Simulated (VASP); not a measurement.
# ZnGe3 (Pm-3m) in VASP: further runs

The runs below take ZnGe3 through single point, with PBE, RPBE, r2SCAN.

Everything below comes from runs of VASP 6.6.1. Logs are shortened: lines on timing, memory, paths and dates and some standing lists are left out, and cuts for length are marked.

**1. The cell of the first run**

It takes space group Pm-3m (No. 221, cubic). The conventional cell has a = 4.222 Å, b = 4.222 Å, c = 4.222 Å, α = 90.00°, β = 90.00°, γ = 90.00°. Zn (site symmetry m-3m) has 12 Ge at 2.99 Å within 3.9 Å. Within 3.9 Å of Ge (site symmetry 4/mmm) lie 4 Zn at 2.99 Å and 8 Ge at 2.99 Å.

**2. Single point, PBE**

Input file INCAR:

```
SYSTEM = ZnGe3
PREC = Accurate
ENCUT = 520
EDIFF = 1E-6
ISMEAR = -1
SIGMA = 0.05
LREAL = .False.
LASPH = .True.
NELM = 60
ALGO = Normal
ISIF = 2
LWAVE = .False.
LCHARG = .True.
GGA = PE
LELF = .True.
LVHAR = .True.
NBANDS = 35
```

Input file KPOINTS:

```
Automatic mesh
0
Gamma
  5 5 5
  0 0 0
```

Input file POSCAR:

```
ZnGe3
1.0
    4.2223630000      0.0000000000      0.0000000000
    0.0000000000      4.2223630000      0.0000000000
    0.0000000000      0.0000000000      4.2223630000
Zn Ge
1 3
Direct
    0.0000000000      0.0000000000      0.0000000000
    0.0000000000      0.5000000000      0.5000000000
    0.5000000000      0.0000000000      0.5000000000
    0.5000000000      0.5000000000      0.0000000000
```

Potentials or basis: VASP PAW PBE potentials, release 64 (Zn, Ge_d).

The run is started by

```
> cat potpaw_PBE.64/Zn/POTCAR potpaw_PBE.64/Ge_d/POTCAR > POTCAR
> mpirun -np 1 vasp_std > vasp.out
```

OUTCAR:

```text
SYSTEM = ZnGe3
   PREC = Accurate
   ENCUT = 520
   EDIFF = 1E-6
   ISMEAR = -1
   LREAL = .False.
   LASPH = .True.
   NELM = 60
   ISIF = 2
   GGA = PE

 ion  position               nearest neighbor table
   1  0.000  0.000  0.000-
   2  0.000  0.500  0.500-
   3  0.500  0.000  0.500-
   4  0.500  0.500  0.000-

  LATTYP: Found a simple cubic cell.
 ALAT       =     4.2223630000

  Lattice vectors:

 A1 = (   4.2223630000,   0.0000000000,   0.0000000000)
 A2 = (   0.0000000000,   4.2223630000,   0.0000000000)
 A3 = (   0.0000000000,   0.0000000000,   4.2223630000)

Analysis of symmetry for initial positions (statically):
=====================================================================
 Subroutine PRICEL returns:
 Original cell was already a primitive cell.

 Routine SETGRP: Setting up the symmetry group for a
 simple cubic supercell.

 Subroutine GETGRP returns: Found 48 space group operations
 (whereof 48 operations were pure point group operations)
 out of a pool of 48 trial point group operations.

The static configuration has the point symmetry O_h .

Analysis of symmetry for dynamics (positions and initial velocities):
=====================================================================
 Subroutine PRICEL returns:
 Original cell was already a primitive cell.

 Routine SETGRP: Setting up the symmetry group for a
 simple cubic supercell.

 Subroutine GETGRP returns: Found 48 space group operations
 (whereof 48 operations were pure point group operations)
 out of a pool of 48 trial point group operations.

The dynamic configuration has the point symmetry O_h .

 Subroutine INISYM returns: Found 48 space group operations
 (whereof 48 operations are pure point group operations),
 and found     1 'primitive' translations

----------------------------------------------------------------------------------------

                                     Primitive cell

  volume of cell :      75.2778

  direct lattice vectors                    reciprocal lattice vectors
     4.222363000  0.000000000  0.000000000     0.236834209  0.000000000  0.000000000
     0.000000000  4.222363000  0.000000000     0.000000000  0.236834209  0.000000000
     0.000000000  0.000000000  4.222363000     0.000000000  0.000000000  0.236834209

  length of vectors
[... 66 lines left out ...]
   LNONCOLLINEAR =      F non collinear calculations
   LSORBIT =      F    spin-orbit coupling
   LASPH  =      T    aspherical Exc in radial PAW
   ENCUT  =  520.0 eV  38.22 Ry    6.18 a.u.   7.85  7.85  7.85*2*pi/ulx,y,z
   NELM   =     60;   NELMIN=  2; NELMDL= -5     # of ELM steps
   EDIFF  = 0.1E-05   stopping-criterion for ELM
   LREAL  =      F    real-space projection
   EDIFFG = 0.1E-04   stopping-criterion for IOM
   NSW    =      0    number of steps for IOM
   IBRION =     -1    ionic relax: 0-MD 1-quasi-New 2-CG
   NFREE  =      0    steps in history (QN), initial steepest desc. (CG)
   ISIF   =      2    stress and relaxation
   ISYM   =      2    0-nonsym 1-usesym 2-fastsym
   POTIM  = 0.5000    time-step for ionic-motion
   TEBEG  =    0.0;   TEEND  =   0.0 temperature during run
   PSTRESS=    0.0 pullay stress
   NELECT =      54.0000    total number of electrons
   NUPDOWN=      -1.0000    fix difference up-down
   EMIN   =  10.00;   EMAX   =-10.00  energy-range for DOS
   EFERMI =   0.00;   METHOD = LEGACY
   ISMEAR =    -1;   SIGMA  =   0.05  broadening in eV -4-tet -1-fermi 0-gaus
   EFERMI_NEDOS =   21; number of points for ismear=-14 and -15
   IALGO  =     38    algorithm
   IMIX   =      4    mixing-type and parameters
     AMIX     =   0.40;   BMIX     =  1.00
     AMIX_MAG =   1.60;   BMIX_MAG =  1.00
  volume/ion in A,a.u.               =      18.82       127.00
  Fermi-wavevector in a.u.,A,eV,Ry     =   1.465493  2.769381 29.220834  2.147671
  Thomas-Fermi vector in A             =   2.581344
   LORBIT       =      0    0 simple, 1 ext, 2 COOP (PROOUT), +10 PAW based schemes
   GGA     = PE    functional components
   LHFCALC =     F    Hartree Fock is set to
   AEXX    =    0.0000 exact exchange contribution
   IVDW    =     0    specifies the selected vdW correction
   LEPSILON=     F    determine dielectric tensor
   LRPA    =     F    only Hartree local field effects (RPA)
 non-spin polarized calculation
  energy-cutoff  :      520.00
  volume of cell :       75.28
 maximum number of plane-waves:      2043
 NGX is ok and might be reduce to    32
   NGX = 15   NGY = 15   NGZ = 15

 number of electron      54.0000058 magnetization

 Free energy of the ion-electron system (eV)
  ---------------------------------------------------
  ext. energy  EPLUGINS =         0.00000000
  ---------------------------------------------------
  free energy    TOTEN  =       -13.42916829 eV

  energy without entropy =      -13.40238201  energy(sigma->0) =      -13.41577515

 E-fermi :   5.6896     XC(G=0): -11.1103

 val. band max:        5.6768394787   @ k =   0.4000   0.2000   0.2000
 cond. band min:       5.9343202371   @ k =   0.2000   0.0000   0.0000
 fundamental gap:      0.2574807583
 Fermi energy:         5.6896394949

 k-point     1 :       0.0000    0.0000    0.0000
  band No.  band energies     occupation
      1     -19.1795      2.00000
      2     -19.1795      2.00000
      3     -19.1795      2.00000
      4     -19.1674      2.00000
      5     -19.1332      2.00000
      6     -19.1332      2.00000
[... 369 lines left out ...]
     34      13.9295      0.00000
     35      15.4254      0.00000

------------------------ aborting loop because EDIFF is reached ----------------------------------------

  FORCE on cell =-STRESS in cart. coord.  units (eV):
  Direction    XX          YY          ZZ          XY          YZ          ZX
  --------------------------------------------------------------------------------------
  -------------------------------------------------------------------------------------
  Total       -0.1249663     -0.1249663     -0.1249663      0.0000000      0.0000000     -0.0000000
  in kB       -2.6597260     -2.6597260     -2.6597260      0.0000000      0.0000000     -0.0000000
  external PRESSURE =      -2.6597260 kB  Pullay stress =       0.0000000 kB

 VOLUME and BASIS-vectors are now :
 -----------------------------------------------------------------------------
  energy-cutoff  :      520.00
  volume of cell :       75.28
      direct lattice vectors                 reciprocal lattice vectors
     4.222363000  0.000000000  0.000000000     0.236834209  0.000000000  0.000000000
     0.000000000  4.222363000  0.000000000     0.000000000  0.236834209  0.000000000
     0.000000000  0.000000000  4.222363000     0.000000000  0.000000000  0.236834209

 POSITION                                       TOTAL-FORCE (eV/Angst)
 -----------------------------------------------------------------------------------
      0.00000      0.00000      0.00000         0.000000      0.000000      0.000000
      0.00000      2.11118      2.11118         0.000000      0.000000      0.000000
      2.11118      0.00000      2.11118         0.000000      0.000000      0.000000
      2.11118      2.11118      0.00000         0.000000      0.000000      0.000000
 -----------------------------------------------------------------------------------
    total drift:                                0.000000     -0.000000     -0.000000

  FREE ENERGIE OF THE ION-ELECTRON SYSTEM (eV)
  ---------------------------------------------------
  free  energy   TOTEN  =       -13.4291682886 eV

  energy  without entropy=      -13.4023820129  energy(sigma->0) =      -13.41577515
```

stdout:

```text
POSCAR found type information on POSCAR ZnGe
 POSCAR found :  2 types and       4 ions
 scaLAPACK will be used
 LDA part: xc-table for (Slater+PW92), standard interpolation
 POSCAR, INCAR and KPOINTS ok, starting setup
 FFT: planning ... GRIDC
 FFT: planning ... GRID_SOFT
 FFT: planning ... GRID
 WAVECAR not read
 entering main loop
```

Run time: 18 s. Hardware: 1 thread of Intel Xeon 6975P-C (Granite Rapids), shared host; peak memory 0.18 GiB.

What came out:

```yaml
Free_energy: -13.4292 eV
Pressure: -0.3 GPa
Band_gap_on_the_k_mesh: zero (band 27 reaches 6.00 eV, above the bottom of band 28 at 3.84 eV)
```

Levels at points of the mesh, in eV from the Fermi level:
| k point | band 25 | band 26 | band 27 | band 28 | band 29 | band 30 |
| --- | --- | --- | --- | --- | --- | --- |
| (0.00, 0.00, 0.00) | -3.72 | -3.72 | -1.53 | 2.72 | 2.72 | 2.72 |

**3. Single point, RPBE**

Input file INCAR:

```
PREC     = Accurate       # precision mode
ENCUT    = 520            # plane-wave cutoff, eV
EDIFF    = 1E-7           # SCF threshold, eV
ISMEAR   = -1             # smearing method
SIGMA    = 0.05           # smearing width, eV
LREAL    = F              # projectors in reciprocal space
LASPH    = T              # aspherical terms in the spheres
NELM     = 80             # most SCF steps
ALGO     = Normal         # electronic algorithm
ISIF     = 2              # what is computed and relaxed
LWAVE    = F              # write WAVECAR
LCHARG   = F              # write CHGCAR
GGA      = RP             # functional
NBANDS   = 35             # bands
```

Input file KPOINTS:

```
regular mesh
0
Gamma
  5 5 5
```

POSCAR is that of step 2.

Potentials or basis: VASP PAW PBE potentials, release 64 (Zn, Ge_d).

The run is started by

```
> cat potpaw_PBE.64/Zn/POTCAR potpaw_PBE.64/Ge_d/POTCAR > POTCAR
> mpirun -np 1 vasp_std > vasp.out
```

It took 25 s on 1 thread of Intel Xeon 6975P-C (Granite Rapids), shared host; peak memory 0.18 GiB.

Results (log left out):

| Property | Result |
| --- | --- |
| Free energy | -12.0019 eV |
| Pressure | 1.5 GPa |
| Band gap on the k mesh | zero (band 27 reaches 6.15 eV, above the bottom of band 28 at 3.99 eV) |

Levels at points of the mesh, in eV from the Fermi level:
| k point | band 24 | band 25 | band 26 | band 27 | band 28 | band 29 | band 30 | band 31 |
| --- | --- | --- | --- | --- | --- | --- | --- | --- |
| (0.00, 0.00, 0.00) | -3.73 | -3.73 | -3.73 | -1.48 | 2.73 | 2.73 | 2.73 | 4.33 |

Caveat: the PAW data sets were made with another functional, which shifts forces and pressure a little.

**4. Single point, r2SCAN**

POSCAR is that of step 3.

Input file INCAR.step1:

```
SYSTEM = ZnGe3
ALGO     = Normal         ! electronic algorithm
EDIFF    = 1E-4           ! SCF threshold, eV
ENCUT    = 520            ! plane-wave cutoff, eV
GGA      = PE             ! functional
ISMEAR   = -1             ! smearing method
LASPH    = .True.         ! aspherical terms in the spheres
LCHARG   = .False.        ! write CHGCAR
LREAL    = .False.        ! projectors in reciprocal space
LWAVE    = .True.         ! write WAVECAR
NBANDS   = 35             ! bands
NELM     = 60             ! most SCF steps
PREC     = Accurate       ! precision mode
SIGMA    = 0.05           ! smearing width, eV
```

Input file INCAR.step2:

```
SYSTEM = ZnGe3
ALGO     = Normal         ! electronic algorithm
EDIFF    = 1E-7           ! SCF threshold, eV
ENCUT    = 520            ! plane-wave cutoff, eV
ISIF     = 2              ! what is computed and relaxed
ISMEAR   = -1             ! smearing method
ISTART   = 1            
LASPH    = .True.         ! aspherical terms in the spheres
LCHARG   = .False.        ! write CHGCAR
LMIXTAU  = .True.       
LREAL    = .False.        ! projectors in reciprocal space
LWAVE    = .False.        ! write WAVECAR
METAGGA  = R2SCAN         ! meta-GGA
NBANDS   = 35             ! bands
NELM     = 60             ! most SCF steps
PREC     = Accurate       ! precision mode
SIGMA    = 0.05           ! smearing width, eV
```

Input file KPOINTS:

```
k-points
0
Gamma
  5 5 5
  0 0 0
```

The run is started by

```
> cat potpaw_PBE.64/Zn/POTCAR potpaw_PBE.64/Ge_d/POTCAR > POTCAR
> cp INCAR.step1 INCAR
> mpirun -np 1 vasp_std > vasp.out
> cp INCAR.step2 INCAR
> mpirun -np 1 vasp_std > vasp.out
```

It took 76 s on 1 thread of Intel Xeon 6975P-C (Granite Rapids), shared host; peak memory 0.18 GiB.

Results (log left out):

```
Free energy            : -48.5024 eV
Pressure               : -2.9 GPa
Band gap on the k mesh : zero (band 27 reaches 6.03 eV, above the bottom of band 28 at 3.74 eV)
```

Levels at points of the mesh, in eV from the Fermi level:
```tsv
k point	band 25	band 26	band 27	band 28	band 29	band 30
(0.00, 0.00, 0.00)	-4.00	-4.00	-1.31	2.84	2.84	2.84
```

Caveat: the PAW data sets were made with another functional, which shifts forces and pressure a little.

**5. Summary**

| level | gap on the mesh (eV) | pressure (GPa) |
| --- | --- | --- |
| PBE | none | -0.3 |
| RPBE | none | 1.5 |
| r2SCAN | none | -2.9 |

Alike in all rows: task single point; potentials or basis VASP PAW PBE potentials, release 64 (Zn, Ge_d); no spin polarisation; cell as given; k mesh 5 × 5 × 5; cutoff (eV) 520; smearing fermi-dirac 0.05 eV.

Every run on the cell as given and a fine mesh finds a metal. The pressure there spans -2.9 GPa (r2SCAN) to 1.5 GPa (RPBE); a positive pressure means that this level wants a larger cell, a negative one a smaller.

Caveats: the PAW data sets were made with another functional, which shifts forces and pressure a little (some runs).

Total energies depend on the potentials used, so only differences within one code and one set of settings carry meaning.
